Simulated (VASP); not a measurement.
# Y (Fm-3m) in VASP: a series of runs

The runs below take Y through single point, with r2SCAN.

Program: VASP 6.6.1. These are calculated values, not measurements. Logs are shortened: lines on timing, memory, paths and dates and some standing lists are left out, and cuts for length are marked.

## (1) The cell of the first run

It takes space group Fm-3m (No. 225, cubic). The conventional cell has a = 4.970 Å, b = 4.970 Å, c = 4.970 Å, α = 90.00°, β = 90.00°, γ = 90.00°. Within 4.6 Å of Y (site symmetry m-3m) lie 12 Y at 3.51 Å.

## (2) Single point, r2SCAN

Contents of POSCAR:

```
Y
1.0
    0.0000000000      2.4850000000      2.4850000000
    2.4850000000      0.0000000000      2.4850000000
    2.4850000000      2.4850000000      0.0000000000
Y
1
Direct
    0.0000000000      0.0000000000      0.0000000000
```

Contents of INCAR.step1:

```
SYSTEM = Y
PREC     = Accurate       ! precision mode
ENCUT    = 520            ! plane-wave cutoff, eV
ISMEAR   = 0              ! smearing method
SIGMA    = 0.1            ! smearing width, eV
LREAL    = .False.        ! projectors in reciprocal space
LASPH    = .True.         ! aspherical terms in the spheres
NELM     = 80             ! most SCF steps
NBANDS   = 12             ! bands
GGA      = PE             ! functional
ALGO     = Normal         ! electronic algorithm
EDIFF    = 1E-4           ! SCF threshold, eV
LWAVE    = .True.         ! write WAVECAR
LCHARG   = .False.        ! write CHGCAR
```

Contents of INCAR.step2:

```
SYSTEM = Y
PREC     = Accurate       ! precision mode
ENCUT    = 520            ! plane-wave cutoff, eV
EDIFF    = 1E-6           ! SCF threshold, eV
ISMEAR   = 0              ! smearing method
SIGMA    = 0.1            ! smearing width, eV
LREAL    = .False.        ! projectors in reciprocal space
LASPH    = .True.         ! aspherical terms in the spheres
NELM     = 80             ! most SCF steps
ALGO     = Normal         ! electronic algorithm
ISIF     = 2              ! what is computed and relaxed
LWAVE    = .False.        ! write WAVECAR
LCHARG   = .False.        ! write CHGCAR
METAGGA  = R2SCAN         ! meta-GGA
LMIXTAU  = .True.       
NBANDS   = 12             ! bands
ISTART   = 1
```

Contents of KPOINTS:

```
Automatic mesh
0
Gamma
  6 6 6
  0 0 0
```

Potentials or basis: VASP PAW PBE potentials, release 64 (Y_sv).

Command:

```
cat potpaw_PBE.64/Y_sv/POTCAR > POTCAR
cp INCAR.step1 INCAR
mpirun -np 1 vasp_std > vasp.out
cp INCAR.step2 INCAR
mpirun -np 1 vasp_std > vasp.out
```

OUTCAR:

```text
SYSTEM = Y
   PREC = Accurate
   ENCUT = 520
   EDIFF = 1E-6
   ISMEAR = 0
   LREAL = .False.
   LASPH = .True.
   NELM = 80
   ISIF = 2
   METAGGA = R2SCAN
   ISTART = 1

 ion  position               nearest neighbor table
   1  0.000  0.000  0.000-

  LATTYP: Found a face centered cubic cell.
 ALAT       =     4.9700000000

  Lattice vectors:

 A1 = (   0.0000000000,   2.4850000000,   2.4850000000)
 A2 = (   2.4850000000,   0.0000000000,   2.4850000000)
 A3 = (   2.4850000000,   2.4850000000,   0.0000000000)

Analysis of symmetry for initial positions (statically):
=====================================================================
 Subroutine PRICEL returns:
 Original cell was already a primitive cell.

 Routine SETGRP: Setting up the symmetry group for a
 face centered cubic supercell.

 Subroutine GETGRP returns: Found 48 space group operations
 (whereof 48 operations were pure point group operations)
 out of a pool of 48 trial point group operations.

The static configuration has the point symmetry O_h .

Analysis of symmetry for dynamics (positions and initial velocities):
=====================================================================
 Subroutine PRICEL returns:
 Original cell was already a primitive cell.

 Routine SETGRP: Setting up the symmetry group for a
 face centered cubic supercell.

 Subroutine GETGRP returns: Found 48 space group operations
 (whereof 48 operations were pure point group operations)
 out of a pool of 48 trial point group operations.

The dynamic configuration has the point symmetry O_h .

 Subroutine INISYM returns: Found 48 space group operations
 (whereof 48 operations are pure point group operations),
 and found     1 'primitive' translations

----------------------------------------------------------------------------------------

                                     Primitive cell

  volume of cell :      30.6909

  direct lattice vectors                    reciprocal lattice vectors
     0.000000000  2.485000000  2.485000000    -0.201207243  0.201207243  0.201207243
     2.485000000  0.000000000  2.485000000     0.201207243 -0.201207243  0.201207243
     2.485000000  2.485000000  0.000000000     0.201207243  0.201207243 -0.201207243

  length of vectors
     3.514320702  3.514320702  3.514320702     0.348501169  0.348501169  0.348501169

  position of ions in fractional coordinates (direct lattice)
     0.000000000  0.000000000  0.000000000

  ion indices of the primitive-cell ions
   primitive index   ion index
                 1           1

----------------------------------------------------------------------------------------

 KPOINTS: Automatic mesh

Automatic generation of k-mesh.
 Grid dimensions read from file:
 generate k-points for:    6    6    6

 Generating k-lattice:

  Cartesian coordinates                     Fractional coordinates (reciprocal lattice)
    -0.033534541  0.033534541  0.033534541     0.166666667  0.000000000  0.000000000
     0.033534541 -0.033534541  0.033534541     0.000000000  0.166666667  0.000000000
     0.033534541  0.033534541 -0.033534541     0.000000000  0.000000000  0.166666667

  Length of vectors
     0.058083528  0.058083528  0.058083528

  Shift w.r.t. Gamma in fractional coordinates (k-lattice)
     0.000000000  0.000000000  0.000000000

 Subroutine IBZKPT returns following result:
 ===========================================

 Found     16 irreducible k-points:

 Following reciprocal coordinates:
            Coordinates               Weight
  0.000000  0.000000  0.000000      1.000000
  0.166667  0.000000  0.000000      8.000000
  0.333333  0.000000  0.000000      8.000000
  0.500000  0.000000  0.000000      4.000000
  0.166667  0.166667  0.000000      6.000000
  0.333333  0.166667  0.000000     24.000000
[... 8 lines left out ...]
 -0.333333  0.333333  0.166667     24.000000
 -0.333333  0.500000  0.166667     12.000000
   k-points           NKPTS =     16   k-points in BZ     NKDIM =     16   number of bands    NBANDS=     12
   number of dos      NEDOS =    301   number of ions     NIONS =      1
   total plane-waves  NPLWV =  21952
   dimension x,y,z NGX =    28 NGY =   28 NGZ =   28
   dimension x,y,z NGXF=    56 NGYF=   56 NGZF=   56
   ions per type =               1
   NGX,Y,Z   is equivalent  to a cutoff of  13.25, 13.25, 13.25 a.u.
   NGXF,Y,Z  is equivalent  to a cutoff of  26.49, 26.49, 26.49 a.u.
 SYSTEM =  Y
   PREC   = accura    normal or accurate (medium, high low for compatibility)
   ISTART =      1    job   : 0-new  1-cont  2-samecut
   ICHARG =      0    charge: 1-file 2-atom 10-const
   ISPIN  =      1    spin polarized calculation?
   LNONCOLLINEAR =      F non collinear calculations
   LSORBIT =      F    spin-orbit coupling
   LASPH  =      T    aspherical Exc in radial PAW
   ENCUT  =  520.0 eV  38.22 Ry    6.18 a.u.   6.53  6.53  6.53*2*pi/ulx,y,z
   NELM   =     80;   NELMIN=  2; NELMDL=  0     # of ELM steps
   EDIFF  = 0.1E-05   stopping-criterion for ELM
   LREAL  =      F    real-space projection
   EDIFFG = 0.1E-04   stopping-criterion for IOM
   NSW    =      0    number of steps for IOM
   IBRION =     -1    ionic relax: 0-MD 1-quasi-New 2-CG
   NFREE  =      0    steps in history (QN), initial steepest desc. (CG)
   ISIF   =      2    stress and relaxation
   ISYM   =      2    0-nonsym 1-usesym 2-fastsym
   POTIM  = 0.5000    time-step for ionic-motion
   TEBEG  =    0.0;   TEEND  =   0.0 temperature during run
   PSTRESS=    0.0 pullay stress
   NELECT =      11.0000    total number of electrons
   NUPDOWN=      -1.0000    fix difference up-down
   EMIN   =  10.00;   EMAX   =-10.00  energy-range for DOS
   EFERMI =   0.00;   METHOD = LEGACY
   ISMEAR =     0;   SIGMA  =   0.10  broadening in eV -4-tet -1-fermi 0-gaus
   EFERMI_NEDOS =   21; number of points for ismear=-14 and -15
   IALGO  =     38    algorithm
   IMIX   =      4    mixing-type and parameters
     AMIX     =   0.40;   BMIX     =  1.00
     AMIX_MAG =   1.60;   BMIX_MAG =  1.00
  volume/ion in A,a.u.               =      30.69       207.11
  Fermi-wavevector in a.u.,A,eV,Ry     =   1.162883  2.197530 18.399114  1.352297
  Thomas-Fermi vector in A             =   2.299439
   LORBIT       =      0    0 simple, 1 ext, 2 COOP (PROOUT), +10 PAW based schemes
   METAGGA = R2SCAN    functional components
   LHFCALC =     F    Hartree Fock is set to
   AEXX    =    0.0000 exact exchange contribution
   IVDW    =     0    specifies the selected vdW correction
   LEPSILON=     F    determine dielectric tensor
   LRPA    =     F    only Hartree local field effects (RPA)
 non-spin polarized calculation
 Gauss-broadening in eV      SIGMA  =   0.10
  energy-cutoff  :      520.00
  volume of cell :       30.69
 maximum number of plane-waves:       869
 NGX is ok and might be reduce to    28
   NGX = 13   NGY = 13   NGZ = 13

 number of electron      10.9999999 magnetization

 Free energy of the ion-electron system (eV)
  ---------------------------------------------------
  ext. energy  EPLUGINS =         0.00000000
  ---------------------------------------------------
  free energy    TOTEN  =       -20.20467050 eV

  energy without entropy =      -20.19289807  energy(sigma->0) =      -20.19878429

 E-fermi :   3.4398     XC(G=0): -10.3671

 val. band max:        3.4053179879   @ k =   0.5000   0.3333   0.1667
 cond. band min:       3.4509136036   @ k =   0.5000   0.1667   0.0000
 fundamental gap:      0.0455956157
 Fermi energy:         3.4398096425

 k-point     1 :       0.0000    0.0000    0.0000
  band No.  band energies     occupation
      1     -40.5919      2.00000
      2     -19.5774      2.00000
      3     -19.5774      2.00000
      4     -19.5774      2.00000
      5      -1.6434      2.00000
      6       5.5490      0.00000
      7       5.5490      0.00000
      8       5.5490      0.00000
      9       7.8446      0.00000
     10       7.8446      0.00000
     11      12.9077      0.00000
     12      16.6475      0.00000

 k-point     2 :       0.1667    0.0000    0.0000
  band No.  band energies     occupation
      1     -40.5691      2.00000
      2     -19.7675      2.00000
      3     -19.6005      2.00000
      4     -19.6005      2.00000
      5      -0.9137      2.00000
      6       4.7859      0.00000
      7       5.8134      0.00000
      8       5.8134      0.00000
      9       7.5826      0.00000
     10       7.5826      0.00000
     11      14.0567      0.00000
     12      15.0128      0.00000

 k-point     3 :       0.3333    0.0000    0.0000
  band No.  band energies     occupation
      1     -40.5231      2.00000
      2     -20.1294      2.00000
      3     -19.6463      2.00000
      4     -19.6463      2.00000
      5       0.6553      2.00000
      6       3.9647      0.00000
      7       5.6158      0.00000
      8       5.6158      0.00000
      9       8.3925      0.00000
     10       8.3925      0.00000
     11      12.4982      0.00000
     12      15.1148      0.00000

 k-point     4 :       0.5000    0.0000    0.0000
  band No.  band energies     occupation
      1     -40.4999      2.00000
      2     -20.3022      2.00000
      3     -19.6690      2.00000
      4     -19.6690      2.00000
      5       1.3580      2.00000
      6       4.0642      0.00000
      7       5.3431      0.00000
      8       5.3431      0.00000
      9       9.4156      0.00000
     10       9.4156      0.00000
     11      12.3975      0.00000
     12      12.6876      0.00000

 k-point     5 :       0.1667    0.1667    0.0000
  band No.  band energies     occupation
      1     -40.5615      2.00000
      2     -19.7621      2.00000
      3     -19.6416      2.00000
      4     -19.6416      2.00000
      5      -0.6778      2.00000
      6       4.4549      0.00000
      7       6.1201      0.00000
      8       6.1201      0.00000
      9       6.4809      0.00000
     10       8.1875      0.00000
     11      15.0741      0.00000
     12      15.8982      0.00000
[... 108 lines left out ...]
      1     -40.4700      2.00000
      2     -20.2525      2.00000
      3     -19.8302      2.00000
      4     -19.8302      2.00000
      5       1.4803      2.00000
      6       2.4708      2.00000
      7       5.7489      0.00000
      8       9.4551      0.00000
      9       9.8593      0.00000
     10       9.8593      0.00000
     11      12.0410      0.00000
     12      12.0410      0.00000

 k-point    14 :       0.5000    0.3333    0.1667
  band No.  band energies     occupation
      1     -40.4927      2.00000
      2     -20.1177      2.00000
      3     -19.8661      2.00000
      4     -19.7323      2.00000
      5       1.8975      2.00000
      6       3.4053      1.37430
      7       4.1377      0.00000
      8       6.9993      0.00000
      9       7.9656      0.00000
     10      10.1815      0.00000
     11      13.2135      0.00000
     12      14.7596      0.00000

 k-point    15 :      -0.3333    0.3333    0.1667
  band No.  band energies     occupation
      1     -40.4773      2.00000
      2     -20.1364      2.00000
      3     -19.9540      2.00000
      4     -19.7725      2.00000
      5       2.8650      2.00000
      6       2.9837      2.00000
      7       4.0614      0.00000
      8       6.6351      0.00000
      9       8.9477      0.00000
     10      11.0187      0.00000
     11      11.4373      0.00000
     12      14.6433      0.00000

 k-point    16 :      -0.3333    0.5000    0.1667
  band No.  band energies     occupation
      1     -40.4698      2.00000
      2     -20.1501      2.00000
      3     -19.9391      2.00000
      4     -19.8393      2.00000
      5       2.2067      2.00000
      6       3.0590      2.00000
      7       4.5671      0.00000
      8       7.2058      0.00000
      9       9.8653      0.00000
     10      11.0669      0.00000
     11      12.0539      0.00000
     12      12.2326      0.00000

------------------------ aborting loop because EDIFF is reached ----------------------------------------

  FORCE on cell =-STRESS in cart. coord.  units (eV):
  Direction    XX          YY          ZZ          XY          YZ          ZX
  --------------------------------------------------------------------------------------
  -------------------------------------------------------------------------------------
  Total        0.6782184      0.6782184      0.6782184     -0.0000000     -0.0000000     -0.0000000
  in kB       35.4055213     35.4055213     35.4055213     -0.0000000     -0.0000000     -0.0000000
  external PRESSURE =      35.4055213 kB  Pullay stress =       0.0000000 kB

 VOLUME and BASIS-vectors are now :
 -----------------------------------------------------------------------------
  energy-cutoff  :      520.00
  volume of cell :       30.69
      direct lattice vectors                 reciprocal lattice vectors
     0.000000000  2.485000000  2.485000000    -0.201207243  0.201207243  0.201207243
     2.485000000  0.000000000  2.485000000     0.201207243 -0.201207243  0.201207243
     2.485000000  2.485000000  0.000000000     0.201207243  0.201207243 -0.201207243

 POSITION                                       TOTAL-FORCE (eV/Angst)
 -----------------------------------------------------------------------------------
      0.00000      0.00000      0.00000         0.000000      0.000000      0.000000
 -----------------------------------------------------------------------------------
    total drift:                               -0.000000     -0.000000     -0.000000

  FREE ENERGIE OF THE ION-ELECTRON SYSTEM (eV)
  ---------------------------------------------------
  free  energy   TOTEN  =       -20.2046705028 eV

  energy  without entropy=      -20.1928980728  energy(sigma->0) =      -20.19878429
```

Run time: 38 s. Hardware: 1 thread of Intel Xeon Platinum 8259CL at 2.50GHz (Skylake/Cascade Lake), shared host; peak memory 0.18 GiB.

Results:

```yaml
Free_energy: -20.2047 eV
Pressure: 3.5 GPa
```

Caveat: the k points lie up to 0.36 Å⁻¹ apart; the PAW data sets were made with another functional, which shifts forces and pressure a little.

(Continued in part 2 of 2.)
